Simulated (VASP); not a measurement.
# Nb3C2 (Cmmm) in VASP: single point with PBE

Aim: the single point of Nb3C2 with PBE.

All numbers are computed with VASP 6.6.1; they aren't measurements. Logs are shortened: lines on timing, memory, paths and dates and some standing lists are left out, and cuts for length are marked.

## Step 1: The cell of the first run

It takes space group Cmmm (No. 65, orthorhombic). Conventional cell: a = 4.436 Å, b = 13.227 Å, c = 4.476 Å, α = 90.00°, β = 90.00°, γ = 90.00°. Nb (site symmetry m2m) has 3 C at 2.14 to 2.24 Å within 2.8 Å. Nb (site symmetry mmm) has 4 C at 2.22 to 2.24 Å within 2.9 Å. Nb (site symmetry m2m) has 4 C at 2.18 to 2.23 Å within 2.9 Å. Within 2.9 Å of Nb (site symmetry mmm) lie 6 C at 2.21 to 2.24 Å. Within 2.9 Å of C (site symmetry m2m) lie 6 Nb at 2.18 to 2.24 Å. Within 2.9 Å of C (site symmetry mmm) lie 6 Nb at 2.22 to 2.24 Å. Within 2.8 Å of C (site symmetry mmm) lie 6 Nb at 2.14 to 2.24 Å.

## Step 2: Single point, PBE, collinear spin

INCAR reads:

```
PREC = Accurate
ENCUT = 520
EDIFF = 1E-6
ISMEAR = 0
SIGMA = 0.1
LREAL = False
LASPH = True
NELM = 150
ALGO = Normal
ISIF = 2
LWAVE = False
LCHARG = True
ISPIN = 2
MAGMOM = 1 1 1 1 1 1 0 0 0 0
LORBIT = 11
LMAXMIX = 4
GGA = PE
LELF = True
LVHAR = True
NBANDS = 62
```

KPOINTS reads:

```
regular mesh
0
Gamma
  4 4 4
```

POSCAR reads:

```
Nb3C2
1.0
    2.2181985476     -6.6132642633      0.0000000000
    2.2181985476      6.6132642633      0.0000000000
    0.0000000000      0.0000000000      4.4761161241
Nb C
6 4
Direct
    0.8380132416      0.1619867584      0.5000000000
    0.5000000000      0.5000000000      0.5000000000
    0.3315129752      0.6684870248      0.0000000000
    0.1619867584      0.8380132416      0.5000000000
    0.0000000000      0.0000000000      0.0000000000
    0.6684870248      0.3315129752      0.0000000000
    0.8331214165      0.1668785835      0.0000000000
    0.5000000000      0.5000000000      0.0000000000
    0.0000000000      0.0000000000      0.5000000000
    0.1668785835      0.8331214165      0.0000000000
```

Potentials or basis: VASP PAW PBE potentials, release 64 (Nb_sv, C).

Started as:

```bash
> cat potpaw_PBE.64/Nb_sv/POTCAR potpaw_PBE.64/C/POTCAR > POTCAR
> mpirun -np 1 vasp_std > vasp.out
```

OUTCAR:

```text
PREC = Accurate
   ENCUT = 520
   EDIFF = 1E-6
   ISMEAR = 0
   LREAL = False
   LASPH = True
   NELM = 150
   ISIF = 2
   ISPIN = 2
   LORBIT = 11
   GGA = PE

 ion  position               nearest neighbor table
   1  0.838  0.162  0.500-   9 2.14   7 2.24   7 2.24
   2  0.500  0.500  0.500-   9 2.22   9 2.22   8 2.24   8 2.24
   3  0.332  0.668  0.000-  10 2.18   7 2.22   7 2.22   8 2.23
   4  0.162  0.838  0.500-   9 2.14  10 2.24  10 2.24
   5  0.000  0.000  0.000-   7 2.21  10 2.21   8 2.22   8 2.22   9 2.24   9 2.24
   6  0.668  0.332  0.000-   7 2.18  10 2.22  10 2.22   8 2.23
   7  0.833  0.167  0.000-   6 2.18   5 2.21   3 2.22   3 2.22   1 2.24   1 2.24
   8  0.500  0.500  0.000-   5 2.22   5 2.22   6 2.23   3 2.23   2 2.24   2 2.24
   9  0.000  0.000  0.500-   1 2.14   4 2.14   2 2.22   2 2.22   5 2.24   5 2.24
  10  0.167  0.833  0.000-   3 2.18   5 2.21   6 2.22   6 2.22   4 2.24   4 2.24

  LATTYP: Found a base centered orthorhombic cell.
 ALAT       =     4.4363970952
 B/A-ratio  =     2.9813671416
 C/A-ratio  =     1.0089529923

  Lattice vectors:

 A1 = (   2.2181985476,  -6.6132642633,   0.0000000000)
 A2 = (   2.2181985476,   6.6132642633,   0.0000000000)
 A3 = (   0.0000000000,   0.0000000000,   4.4761161241)

Analysis of symmetry for initial positions (statically):
=====================================================================
 Subroutine PRICEL returns:
 Original cell was already a primitive cell.

 Routine SETGRP: Setting up the symmetry group for a
 base centered orthorhombic supercell.

 Subroutine GETGRP returns: Found  8 space group operations
 (whereof  8 operations were pure point group operations)
 out of a pool of  8 trial point group operations.

The static configuration has the point symmetry D_2h.

Analysis of symmetry for dynamics (positions and initial velocities):
=====================================================================
 Subroutine PRICEL returns:
 Original cell was already a primitive cell.

 Routine SETGRP: Setting up the symmetry group for a
 base centered orthorhombic supercell.

 Subroutine GETGRP returns: Found  8 space group operations
 (whereof  8 operations were pure point group operations)
 out of a pool of  8 trial point group operations.

The dynamic configuration has the point symmetry D_2h.

Analysis of structural, dynamic, and magnetic symmetry:
=====================================================================
 Subroutine PRICEL returns:
 Original cell was already a primitive cell.

 Routine SETGRP: Setting up the symmetry group for a
 base centered orthorhombic supercell.

 Subroutine GETGRP returns: Found  8 space group operations
 (whereof  8 operations were pure point group operations)
 out of a pool of  8 trial point group operations.

The overall configuration has the point symmetry D_2h.

 Subroutine INISYM returns: Found  8 space group operations
 (whereof  8 operations are pure point group operations),
 and found     1 'primitive' translations

----------------------------------------------------------------------------------------

                                     Primitive cell

  volume of cell :     131.3251

  direct lattice vectors                    reciprocal lattice vectors
     2.218198548 -6.613264263  0.000000000     0.225408136 -0.075605628  0.000000000
     2.218198548  6.613264263  0.000000000     0.225408136  0.075605628  0.000000000
     0.000000000  0.000000000  4.476116124     0.000000000  0.000000000  0.223407966

  length of vectors
     6.975361569  6.975361569  4.476116124     0.237749950  0.237749950  0.223407966

  position of ions in fractional coordinates (direct lattice)
     0.838013242  0.161986758  0.500000000
     0.500000000  0.500000000  0.500000000
     0.331512975  0.668487025  0.000000000
     0.161986758  0.838013242  0.500000000
     0.000000000  0.000000000  0.000000000
     0.668487025  0.331512975  0.000000000
     0.833121416  0.166878584  0.000000000
     0.500000000  0.500000000  0.000000000
     0.000000000  0.000000000  0.500000000
     0.166878584  0.833121416  0.000000000

  ion indices of the primitive-cell ions
[... 63 lines left out ...]
   total plane-waves  NPLWV = 104976
   dimension x,y,z NGX =    54 NGY =   54 NGZ =   36
   dimension x,y,z NGXF=   108 NGYF=  108 NGZF=   72
   ions per type =               6   4
   NGX,Y,Z   is equivalent  to a cutoff of  12.87, 12.87, 13.37 a.u.
   NGXF,Y,Z  is equivalent  to a cutoff of  25.74, 25.74, 26.74 a.u.
 SYSTEM =  unknown system
   PREC   = accura    normal or accurate (medium, high low for compatibility)
   ISTART =      0    job   : 0-new  1-cont  2-samecut
   ICHARG =      2    charge: 1-file 2-atom 10-const
   ISPIN  =      2    spin polarized calculation?
   LNONCOLLINEAR =      F non collinear calculations
   LSORBIT =      F    spin-orbit coupling
   LASPH  =      T    aspherical Exc in radial PAW
   ENCUT  =  520.0 eV  38.22 Ry    6.18 a.u.  12.97 12.97  8.32*2*pi/ulx,y,z
   NELM   =    150;   NELMIN=  2; NELMDL= -5     # of ELM steps
   EDIFF  = 0.1E-05   stopping-criterion for ELM
   LREAL  =      F    real-space projection
[... 7 lines left out ...]
   TEBEG  =    0.0;   TEEND  =   0.0 temperature during run
   PSTRESS=    0.0 pullay stress
   NELECT =      94.0000    total number of electrons
   NUPDOWN=      -1.0000    fix difference up-down
   EMIN   =  10.00;   EMAX   =-10.00  energy-range for DOS
   EFERMI =   0.00;   METHOD = LEGACY
   ISMEAR =     0;   SIGMA  =   0.10  broadening in eV -4-tet -1-fermi 0-gaus
   EFERMI_NEDOS =   21; number of points for ismear=-14 and -15
   IALGO  =     38    algorithm
   IMIX   =      4    mixing-type and parameters
     AMIX     =   0.40;   BMIX     =  1.00
     AMIX_MAG =   1.60;   BMIX_MAG =  1.00
  volume/ion in A,a.u.               =      13.13        88.62
  Fermi-wavevector in a.u.,A,eV,Ry     =   1.464429  2.767369 29.178394  2.144551
  Thomas-Fermi vector in A             =   2.580406
   LORBIT       =     11    0 simple, 1 ext, 2 COOP (PROOUT), +10 PAW based schemes
   GGA     = PE    functional components
   LHFCALC =     F    Hartree Fock is set to
   AEXX    =    0.0000 exact exchange contribution
   IVDW    =     0    specifies the selected vdW correction
   LEPSILON=     F    determine dielectric tensor
   LRPA    =     F    only Hartree local field effects (RPA)
 spin polarized calculation
 Gauss-broadening in eV      SIGMA  =   0.10
  energy-cutoff  :      520.00
  volume of cell :      131.33
 maximum number of plane-waves:      3563
 NGX is ok and might be reduce to    54
   NGX = 25   NGY = 25   NGZ = 17

 number of electron      94.0000007 magnetization      -0.0007832

 number of electron      94.0000007 magnetization       0.0008991

 Free energy of the ion-electron system (eV)
  ---------------------------------------------------
  ext. energy  EPLUGINS =         0.00000000
  ---------------------------------------------------
  free energy    TOTEN  =      -102.49041678 eV

  energy without entropy =     -102.45655724  energy(sigma->0) =     -102.47348701

 E-fermi :  11.2723     XC(G=0): -12.6351

 val. band max:       11.2515820659   @ k =   0.2500  -0.0000   0.5000
 cond. band min:      11.2837077201   @ k =   0.2500   0.2500   0.0000
 fundamental gap:      0.0321256543
 Fermi energy:        11.2722809304

 spin component 1

 k-point     1 :       0.0000    0.0000    0.0000
  band No.  band energies     occupation
      1     -44.2941      1.00000
      2     -43.7680      1.00000
      3     -43.6981      1.00000
      4     -43.6772      1.00000
      5     -43.5898      1.00000
      6     -43.5856      1.00000
[... 1291 lines left out ...]
     58      14.4687      0.00000
     59      14.5330      0.00000
 Fermi energy:        11.2722809304

 spin component 2

 k-point     1 :       0.0000    0.0000    0.0000
  band No.  band energies     occupation
      1     -44.2941      1.00000
      2     -43.7680      1.00000
      3     -43.6980      1.00000
      4     -43.6770      1.00000
      5     -43.5897      1.00000
      6     -43.5855      1.00000
[... 1291 lines left out ...]
     58      14.4688      0.00000
     59      14.5331      0.00000
 [bands above 59 left out]

------------------------ aborting loop because EDIFF is reached ----------------------------------------

  FORCE on cell =-STRESS in cart. coord.  units (eV):
  Direction    XX          YY          ZZ          XY          YZ          ZX
  --------------------------------------------------------------------------------------
  -------------------------------------------------------------------------------------
  Total       -0.3281556     -0.4596131     -0.4648597      0.0000000      0.0000000      0.0000000
  in kB       -4.0035271     -5.6073202     -5.6713289      0.0000000      0.0000000      0.0000000
  external PRESSURE =      -5.0940587 kB  Pullay stress =       0.0000000 kB

 VOLUME and BASIS-vectors are now :
 -----------------------------------------------------------------------------
  energy-cutoff  :      520.00
  volume of cell :      131.33
      direct lattice vectors                 reciprocal lattice vectors
     2.218198548 -6.613264263  0.000000000     0.225408136 -0.075605628  0.000000000
     2.218198548  6.613264263  0.000000000     0.225408136  0.075605628  0.000000000
     0.000000000  0.000000000  4.476116124     0.000000000  0.000000000  0.223407966

 POSITION                                       TOTAL-FORCE (eV/Angst)
 -----------------------------------------------------------------------------------
      2.21820     -4.47074      2.23806        -0.000000      0.001516     -0.000000
      2.21820      0.00000      2.23806         0.000000     -0.000000     -0.000000
      2.21820      2.22850      0.00000        -0.000000      0.037732      0.000000
      2.21820      4.47074      2.23806        -0.000000     -0.001516      0.000000
      0.00000      0.00000      0.00000        -0.000000     -0.000000     -0.000000
      2.21820     -2.22850      0.00000        -0.000000     -0.037732     -0.000000
      2.21820     -4.40604      0.00000        -0.000000      0.034174     -0.000000
      2.21820      0.00000      0.00000        -0.000000     -0.000000     -0.000000
      0.00000      0.00000      2.23806        -0.000000     -0.000000     -0.000000
      2.21820      4.40604      0.00000        -0.000000     -0.034174     -0.000000
 -----------------------------------------------------------------------------------
    total drift:                                0.000000      0.000000     -0.000000

  FREE ENERGIE OF THE ION-ELECTRON SYSTEM (eV)
  ---------------------------------------------------
  free  energy   TOTEN  =      -102.4904167828 eV

  energy  without entropy=     -102.4565572411  energy(sigma->0) =     -102.47348701

 total charge

# of ion       s       p       d       tot
------------------------------------------
    1        2.177   6.039   2.398  10.614
    2        2.170   6.054   2.408  10.631
    3        2.174   6.060   2.391  10.625
    4        2.177   6.039   2.398  10.614
    5        2.174   6.093   2.370  10.636
    6        2.174   6.060   2.391  10.625
    7        0.888   1.536   0.000   2.424
    8        0.885   1.535   0.000   2.420
    9        0.888   1.558   0.000   2.446
   10        0.888   1.536   0.000   2.424
--------------------------------------------------
tot         16.594  42.510  14.356  73.461

 magnetization (x)

# of ion       s       p       d       tot
------------------------------------------
    1        0.000   0.000   0.000   0.000
    2        0.000   0.000   0.000   0.000
    3       -0.000   0.000   0.000   0.000
    4        0.000   0.000   0.000   0.000
    5        0.000  -0.000   0.000   0.000
    6       -0.000   0.000   0.000   0.000
    7       -0.000  -0.000   0.000  -0.000
    8       -0.000  -0.000   0.000  -0.000
    9       -0.000  -0.000   0.000  -0.000
   10       -0.000  -0.000   0.000  -0.000
--------------------------------------------------
tot         -0.000  -0.000   0.000   0.000
```

Wall time 19 min (1 thread of Intel Xeon 8259CL, shared host); peak memory 0.49 GiB.

What came out:

* Free energy: -102.4904 eV
* Pressure: -0.5 GPa
* Largest force: 0.038 eV/Å
* Band gap on the k mesh: zero (filled and empty bands overlap)
* Net moment: 0.00 μB per cell
* Valence electrons inside the program's atomic spheres: Nb 10.61, 10.63, 10.62, 10.64 (each value once); C 2.42, 2.45 (each value once)

Forces on the atoms (eV/Å):
```
Nb   0.000  0.002  0.000
Nb   0.000  0.000  0.000
Nb   0.000  0.038  0.000
Nb   0.000 -0.002  0.000
Nb   0.000  0.000  0.000
Nb   0.000 -0.038  0.000
C    0.000  0.034  0.000
C    0.000  0.000  0.000
C    0.000  0.000  0.000
C    0.000 -0.034  0.000
```

Levels at points of the mesh, in eV from the Fermi level:
Spin up:
```
           k point  band 44  band 45  band 46  band 47  band 48  band 49  band 50  band 51
(0.00, 0.00, 0.00)    -0.72    -0.61    -0.41    -0.40    -0.37    -0.21     0.99     1.01
(0.50, 0.00, 0.00)    -1.77    -0.30    -0.20     0.15     0.19     0.40     1.22     1.54
(0.50, 0.50, 0.00)    -1.52    -1.24    -0.90    -0.72     0.14     0.75     1.13     1.52
(0.00, 0.00, 0.50)    -1.40    -1.40    -0.70    -0.08     0.06     0.69     1.00     1.58
(0.50, 0.00, 0.50)    -0.91    -0.61    -0.60    -0.29     0.15     1.71     1.85     1.87
(0.50, 0.50, 0.50)    -1.51    -0.97    -0.33     0.37     0.61     0.63     0.93     1.19
```
Spin down:
| k point | band 45 | band 46 | band 47 | band 48 | band 49 | band 50 |
| --- | --- | --- | --- | --- | --- | --- |
| (0.00, 0.00, 0.00) | -0.61 | -0.41 | -0.40 | -0.37 | -0.21 | 0.99 |
| (0.50, 0.00, 0.00) | -0.30 | -0.20 | 0.15 | 0.19 | 0.40 | 1.22 |
| (0.50, 0.50, 0.00) | -1.24 | -0.90 | -0.72 | 0.14 | 0.75 | 1.13 |
| (0.00, 0.00, 0.50) | -1.40 | -0.70 | -0.08 | 0.06 | 0.69 | 1.00 |
| (0.50, 0.00, 0.50) | -0.61 | -0.60 | -0.29 | 0.15 | 1.71 | 1.85 |
| (0.50, 0.50, 0.50) | -0.97 | -0.33 | 0.37 | 0.61 | 0.63 | 0.93 |

Caveat: the k points lie up to 0.37 Å⁻¹ apart, too coarse for converged energies and pressures of a metal.

The gap in the log of VASP goes by the Fermi energy; the results here count the filled bands.